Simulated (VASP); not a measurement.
# W in VASP: further runs

W is run at these levels: PBEsol; tasks: single point.

Program: VASP 6.6.1. These are calculated values, not measurements. Logs are shortened: lines on timing, memory, paths and dates and some standing lists are left out, and cuts for length are marked.

**1. The cell of the first run**

It takes space group Pbcm (No. 57, orthorhombic). Conventional cell: a = 2.810 Å, b = 4.864 Å, c = 4.924 Å, α = 90.00°, β = 90.00°, γ = 90.00°. Within 3.6 Å of W (site symmetry m) lie 12 W at 2.70 to 3.06 Å.

**2. Single point, PBEsol**

INCAR reads:

```
SYSTEM = W
PREC = Accurate
ENCUT = 520
EDIFF = 1E-6
ISMEAR = -1
SIGMA = 0.1
LREAL = .FALSE.
LASPH = .TRUE.
NELM = 80
ALGO = Normal
ISIF = 2
LWAVE = .FALSE.
LCHARG = .FALSE.
GGA = PS
NBANDS = 36
```

KPOINTS reads:

```
regular mesh
0
G
  8 5 4
  0 0 0
```

POSCAR reads:

```
W
1.0
    2.8096620000      0.0000000000      0.0000000000
    0.0000000000      4.8638700000      0.0000000000
    0.0000000000      0.0000000000      4.9236950000
W
4
Direct
    0.7931720000      0.5631570000      0.2500000000
    0.2068280000      0.0631570000      0.2500000000
    0.2068280000      0.4368430000      0.7500000000
    0.7931720000      0.9368430000      0.7500000000
```

Potentials or basis: VASP PAW PBE potentials, release 64 (W_sv).

On the command line:

```console
$ cat potpaw_PBE.64/W_sv/POTCAR > POTCAR
$ mpirun -np 1 vasp_std > vasp.out
```

OUTCAR:

```text
SYSTEM = W
   PREC = Accurate
   ENCUT = 520
   EDIFF = 1E-6
   ISMEAR = -1
   LREAL = .FALSE.
   LASPH = .TRUE.
   NELM = 80
   ISIF = 2
   GGA = PS

 ion  position               nearest neighbor table
   1  0.793  0.563  0.250-   2 2.70   2 2.70   3 2.79   3 2.79   2 2.94   2 2.94   3 3.03   3 3.03
                             4 3.06   4 3.06
   2  0.207  0.063  0.250-   1 2.70   1 2.70   4 2.79   4 2.79   1 2.94   1 2.94   4 3.03   4 3.03
                             3 3.06   3 3.06
   3  0.207  0.437  0.750-   4 2.70   4 2.70   1 2.79   1 2.79   4 2.94   4 2.94   1 3.03   1 3.03
                             2 3.06   2 3.06
   4  0.793  0.937  0.750-   3 2.70   3 2.70   2 2.79   2 2.79   3 2.94   3 2.94   2 3.03   2 3.03
                             1 3.06   1 3.06

  LATTYP: Found a simple orthorhombic cell.
 ALAT       =     2.8096620000
 B/A-ratio  =     1.7311228183
 C/A-ratio  =     1.7524154151

  Lattice vectors:

 A1 = (   2.8096620000,   0.0000000000,   0.0000000000)
 A2 = (   0.0000000000,   4.8638700000,   0.0000000000)
 A3 = (   0.0000000000,   0.0000000000,   4.9236950000)

Analysis of symmetry for initial positions (statically):
=====================================================================
 Subroutine PRICEL returns:
 Original cell was already a primitive cell.

 Routine SETGRP: Setting up the symmetry group for a
 simple orthorhombic supercell.

 Subroutine GETGRP returns: Found  8 space group operations
 (whereof  2 operations were pure point group operations)
 out of a pool of  8 trial point group operations.

The static configuration has the point symmetry S_2 .
 The point group associated with its full space group is D_2h.

Analysis of symmetry for dynamics (positions and initial velocities):
=====================================================================
 Subroutine PRICEL returns:
 Original cell was already a primitive cell.

 Routine SETGRP: Setting up the symmetry group for a
 simple orthorhombic supercell.

 Subroutine GETGRP returns: Found  8 space group operations
 (whereof  2 operations were pure point group operations)
 out of a pool of  8 trial point group operations.

The dynamic configuration has the point symmetry S_2 .
 The point group associated with its full space group is D_2h.

 Subroutine INISYM returns: Found  8 space group operations
 (whereof  2 operations are pure point group operations),
 and found     1 'primitive' translations

----------------------------------------------------------------------------------------

                                     Primitive cell

  volume of cell :      67.2864

  direct lattice vectors                    reciprocal lattice vectors
     2.809662000  0.000000000  0.000000000     0.355914697  0.000000000  0.000000000
     0.000000000  4.863870000  0.000000000     0.000000000  0.205597600  0.000000000
     0.000000000  0.000000000  4.923695000     0.000000000  0.000000000  0.203099501

  length of vectors
     2.809662000  4.863870000  4.923695000     0.355914697  0.205597600  0.203099501

  position of ions in fractional coordinates (direct lattice)
     0.793172000  0.563157000  0.250000000
     0.206828000  0.063157000  0.250000000
     0.206828000  0.436843000  0.750000000
     0.793172000  0.936843000  0.750000000

  ion indices of the primitive-cell ions
   primitive index   ion index
                 1           1
                 2           2
                 3           3
                 4           4

----------------------------------------------------------------------------------------

 KPOINTS: regular mesh

Automatic generation of k-mesh.
 Grid dimensions read from file:
 generate k-points for:    8    5    4

 Generating k-lattice:

  Cartesian coordinates                     Fractional coordinates (reciprocal lattice)
     0.044489337  0.000000000  0.000000000     0.125000000  0.000000000  0.000000000
     0.000000000  0.041119520  0.000000000     0.000000000  0.200000000  0.000000000
     0.000000000  0.000000000  0.050774875     0.000000000  0.000000000  0.250000000

  Length of vectors
     0.044489337  0.041119520  0.050774875

  Shift w.r.t. Gamma in fractional coordinates (k-lattice)
     0.000000000  0.000000000  0.000000000

 Subroutine IBZKPT returns following result:
 ===========================================

 Found     45 irreducible k-points:

 Following reciprocal coordinates:
            Coordinates               Weight
  0.000000  0.000000  0.000000      1.000000
  0.125000  0.000000  0.000000      2.000000
  0.250000  0.000000  0.000000      2.000000
  0.375000  0.000000  0.000000      2.000000
  0.500000  0.000000  0.000000      1.000000
  0.000000  0.200000  0.000000      2.000000
[... 16 lines left out ...]
  0.250000  0.200000  0.250000      8.000000
  0.375000  0.200000  0.250000      8.000000
 [... further k-points ...]
   k-points           NKPTS =     45   k-points in BZ     NKDIM =     45   number of bands    NBANDS=     36
   number of dos      NEDOS =    301   number of ions     NIONS =      4
   total plane-waves  NPLWV =  34560
   dimension x,y,z NGX =    24 NGY =   36 NGZ =   40
   dimension x,y,z NGXF=    48 NGYF=   72 NGZF=   80
   ions per type =               4
   NGX,Y,Z   is equivalent  to a cutoff of  14.20, 12.30, 13.51 a.u.
   NGXF,Y,Z  is equivalent  to a cutoff of  28.40, 24.61, 27.01 a.u.
 SYSTEM =  W
   PREC   = accura    normal or accurate (medium, high low for compatibility)
   ISTART =      0    job   : 0-new  1-cont  2-samecut
   ICHARG =      2    charge: 1-file 2-atom 10-const
   ISPIN  =      1    spin polarized calculation?
   LNONCOLLINEAR =      F non collinear calculations
   LSORBIT =      F    spin-orbit coupling
   LASPH  =      T    aspherical Exc in radial PAW
   ENCUT  =  520.0 eV  38.22 Ry    6.18 a.u.   5.22  9.04  9.15*2*pi/ulx,y,z
   NELM   =     80;   NELMIN=  2; NELMDL= -5     # of ELM steps
   EDIFF  = 0.1E-05   stopping-criterion for ELM
   LREAL  =      F    real-space projection
   EDIFFG = 0.1E-04   stopping-criterion for IOM
   NSW    =      0    number of steps for IOM
   IBRION =     -1    ionic relax: 0-MD 1-quasi-New 2-CG
   NFREE  =      0    steps in history (QN), initial steepest desc. (CG)
   ISIF   =      2    stress and relaxation
   ISYM   =      2    0-nonsym 1-usesym 2-fastsym
   POTIM  = 0.5000    time-step for ionic-motion
   TEBEG  =    0.0;   TEEND  =   0.0 temperature during run
   PSTRESS=    0.0 pullay stress
   NELECT =      56.0000    total number of electrons
   NUPDOWN=      -1.0000    fix difference up-down
   EMIN   =  10.00;   EMAX   =-10.00  energy-range for DOS
   EFERMI =   0.00;   METHOD = LEGACY
   ISMEAR =    -1;   SIGMA  =   0.10  broadening in eV -4-tet -1-fermi 0-gaus
   EFERMI_NEDOS =   21; number of points for ismear=-14 and -15
   IALGO  =     38    algorithm
   IMIX   =      4    mixing-type and parameters
     AMIX     =   0.40;   BMIX     =  1.00
     AMIX_MAG =   1.60;   BMIX_MAG =  1.00
  volume/ion in A,a.u.               =      16.82       113.52
  Fermi-wavevector in a.u.,A,eV,Ry     =   1.539909  2.910006 32.263772  2.371320
  Thomas-Fermi vector in A             =   2.646071
   LORBIT       =      0    0 simple, 1 ext, 2 COOP (PROOUT), +10 PAW based schemes
   GGA     = PS    functional components
   LHFCALC =     F    Hartree Fock is set to
   AEXX    =    0.0000 exact exchange contribution
   IVDW    =     0    specifies the selected vdW correction
   LEPSILON=     F    determine dielectric tensor
   LRPA    =     F    only Hartree local field effects (RPA)
 non-spin polarized calculation
  energy-cutoff  :      520.00
  volume of cell :       67.29
 maximum number of plane-waves:      1828
 NGX is ok and might be reduce to    24
   NGX = 11   NGY = 19   NGZ = 19

 number of electron      56.0000011 magnetization

 Free energy of the ion-electron system (eV)
  ---------------------------------------------------
  ext. energy  EPLUGINS =         0.00000000
  ---------------------------------------------------
  free energy    TOTEN  =       -53.12993798 eV

  energy without entropy =      -53.00292364  energy(sigma->0) =      -53.06643081

 E-fermi :  10.1218     XC(G=0): -13.3980

 val. band max:       10.0987887564   @ k =   0.1250   0.0000   0.2500
 cond. band min:      10.1287702313   @ k =   0.5000   0.2000   0.0000
 fundamental gap:      0.0299814749
 Fermi energy:        10.1217589484

 k-point     1 :       0.0000    0.0000    0.0000
  band No.  band energies     occupation
      1     -63.6727      2.00000
      2     -63.5956      2.00000
      3     -63.5625      2.00000
      4     -63.5138      2.00000
      5     -28.4459      2.00000
      6     -28.3938      2.00000
[... 28 lines left out ...]
     35      14.2405      0.00000
     36      14.6351      0.00000

 k-point     2 :       0.1250    0.0000    0.0000
  band No.  band energies     occupation
      1     -63.6619      2.00000
      2     -63.5885      2.00000
      3     -63.5571      2.00000
      4     -63.5121      2.00000
      5     -28.4031      2.00000
      6     -28.3558      2.00000
[... 28 lines left out ...]
     35      13.5847      0.00000
     36      14.1035      0.00000

 k-point     3 :       0.2500    0.0000    0.0000
  band No.  band energies     occupation
      1     -63.6346      2.00000
      2     -63.5709      2.00000
      3     -63.5444      2.00000
      4     -63.5092      2.00000
      5     -28.2894      2.00000
      6     -28.2543      2.00000
[... 28 lines left out ...]
     35      13.2333      0.00000
     36      13.9088      0.00000
[... 742 lines left out ...]
 k-point    23 :       0.2500    0.2000    0.2500
  band No.  band energies     occupation
      1     -63.6173      2.00000
      2     -63.5738      2.00000
      3     -63.5479      2.00000
      4     -63.5204      2.00000
      5     -28.2578      2.00000
      6     -28.2038      2.00000
[... 28 lines left out ...]
     35      12.7450      0.00000
     36      14.0514      0.00000

 k-point    24 :       0.3750    0.2000    0.2500
  band No.  band energies     occupation
      1     -63.5903      2.00000
      2     -63.5556      2.00000
      3     -63.5359      2.00000
      4     -63.5169      2.00000
      5     -28.2745      2.00000
      6     -28.2296      2.00000
[... 28 lines left out ...]
     35      14.0170      0.00000
     36      14.4125      0.00000

 [... further k-points ...]

------------------------ aborting loop because EDIFF is reached ----------------------------------------

  FORCE on cell =-STRESS in cart. coord.  units (eV):
  Direction    XX          YY          ZZ          XY          YZ          ZX
  --------------------------------------------------------------------------------------
  -------------------------------------------------------------------------------------
  Total       -4.7621004     -4.0629425     -4.0732462      0.0000000      0.0000000      0.0000000
  in kB     -113.3918792    -96.7440078    -96.9893524      0.0000000      0.0000000      0.0000000
  external PRESSURE =    -102.3750798 kB  Pullay stress =       0.0000000 kB

 VOLUME and BASIS-vectors are now :
 -----------------------------------------------------------------------------
  energy-cutoff  :      520.00
  volume of cell :       67.29
      direct lattice vectors                 reciprocal lattice vectors
     2.809662000  0.000000000  0.000000000     0.355914697  0.000000000  0.000000000
     0.000000000  4.863870000  0.000000000     0.000000000  0.205597600  0.000000000
     0.000000000  0.000000000  4.923695000     0.000000000  0.000000000  0.203099501

 POSITION                                       TOTAL-FORCE (eV/Angst)
 -----------------------------------------------------------------------------------
      2.22855      2.73912      1.23092        -0.069952     -0.028626     -0.000000
      0.58112      0.30719      1.23092         0.069952     -0.028626      0.000000
      0.58112      2.12475      3.69277         0.069952      0.028626      0.000000
      2.22855      4.55668      3.69277        -0.069952      0.028626     -0.000000
 -----------------------------------------------------------------------------------
    total drift:                                0.000000      0.000000     -0.000000

  FREE ENERGIE OF THE ION-ELECTRON SYSTEM (eV)
  ---------------------------------------------------
  free  energy   TOTEN  =       -53.1299379766 eV

  energy  without entropy=      -53.0029236425  energy(sigma->0) =      -53.06643081
```

It took 33 s on 1 thread of Intel Xeon 6975P-C (Granite Rapids), shared host; peak memory 0.22 GiB.

Results:

* Free energy: -53.1299 eV
* Pressure: -10.2 GPa
* Largest force: 0.076 eV/Å
* Band gap on the k mesh: zero (band 28 reaches 10.97 eV, above the bottom of band 29 at 9.84 eV)

Forces in eV/Å, atoms in the order of the input:
```
W   -0.070 -0.029  0.000
W    0.070 -0.029  0.000
W    0.070  0.029  0.000
W   -0.070  0.029  0.000
```

Levels at points of the mesh, in eV from the Fermi level:
```csv
k point,band 25,band 26,band 27,band 28,band 29,band 30,band 31,band 32
"(0.00, 0.00, 0.00)",-0.43,-0.35,-0.35,-0.32,-0.28,-0.13,0.56,1.56
"(0.50, 0.00, 0.00)",-1.81,-1.74,-1.25,-1.04,0.12,0.22,0.55,2.94
"(0.00, 0.00, 0.50)",-0.79,-0.79,-0.12,-0.12,0.69,0.69,1.79,1.79
"(0.50, 0.00, 0.50)",-1.74,-1.74,-0.99,-0.99,0.71,0.71,1.13,1.13
```

Caveat: the PAW data sets were made with another functional, which shifts forces and pressure a little; spin-orbit coupling is left out, which moves the levels of the heavy elements.

**3. Single point, PBEsol**

INCAR reads:

```
ALGO     = Normal         # electronic algorithm
EDIFF    = 1E-6           # SCF threshold, eV
ENCUT    = 520            # plane-wave cutoff, eV
GGA      = PS             # functional
ISIF     = 2              # what is computed and relaxed
ISMEAR   = -1             # smearing method
LASPH    = True           # aspherical terms in the spheres
LCHARG   = False          # write CHGCAR
LREAL    = False          # projectors in reciprocal space
LWAVE    = False          # write WAVECAR
NBANDS   = 36             # bands
NELM     = 100            # most SCF steps
PREC     = Accurate       # precision mode
SIGMA    = 0.1            # smearing width, eV
```

KPOINTS reads:

```
k-points
0
Gamma
  8 5 4
```

POSCAR: that of step 2 with these lines changed.

```diff
@@ -10,3 +10,3 @@
     0.2068280000      0.0631570000      0.2500000000
-    0.2068280000      0.4368430000      0.7500000000
+    0.2068280000      0.4368430000      0.7296900499
     0.7931720000      0.9368430000      0.7500000000
```

Potentials or basis: VASP PAW PBE potentials, release 64 (W_sv).

On the command line:

```console
$ cat potpaw_PBE.64/W_sv/POTCAR > POTCAR
$ mpirun -np 1 vasp_std > vasp.out
```

It took 64 s on 1 thread of Intel Xeon 6975P-C (Granite Rapids), shared host; peak memory 0.27 GiB.

The run converged. Its results:

```yaml
Free_energy: -53.0775 eV
Pressure: -9.8 GPa
Largest_force: 1.046 eV/Å
Band_gap_on_the_k_mesh: zero (band 28 reaches 10.99 eV, above the bottom of band 29 at 9.80 eV)
```

Forces in eV/Å, atoms in the order of the input:
```
W   -0.075 -0.022 -0.778
W    0.094 -0.051 -0.417
W    0.066  0.057  1.042
W   -0.085  0.016  0.152
```

Stress tensor (GPa, compression positive):
```
-10.75   0.05  -1.37
  0.05  -9.36   0.83
 -1.37   0.83  -9.22
```

Levels at points of the mesh, in eV from the Fermi level:
```
           k point  band 24  band 25  band 26  band 27  band 28  band 29  band 30  band 31  band 32  band 33
(0.00, 0.00, 0.00)    -0.58    -0.51    -0.43    -0.32    -0.25    -0.17    -0.10     0.57     1.56     2.42
(0.50, 0.00, 0.00)    -2.28    -1.79    -1.73    -1.33    -0.92    -0.02     0.40     0.60     2.93     3.09
(0.00, 0.00, 0.50)    -1.93    -0.81    -0.80    -0.15    -0.08     0.70     0.73     1.61     1.97     3.10
(0.50, 0.00, 0.50)    -2.21    -1.73    -1.72    -1.03    -0.92     0.53     0.82     1.09     1.32     3.91
```

Caveat: the PAW data sets were made with another functional, which shifts forces and pressure a little; spin-orbit coupling is left out, which moves the levels of the heavy elements.
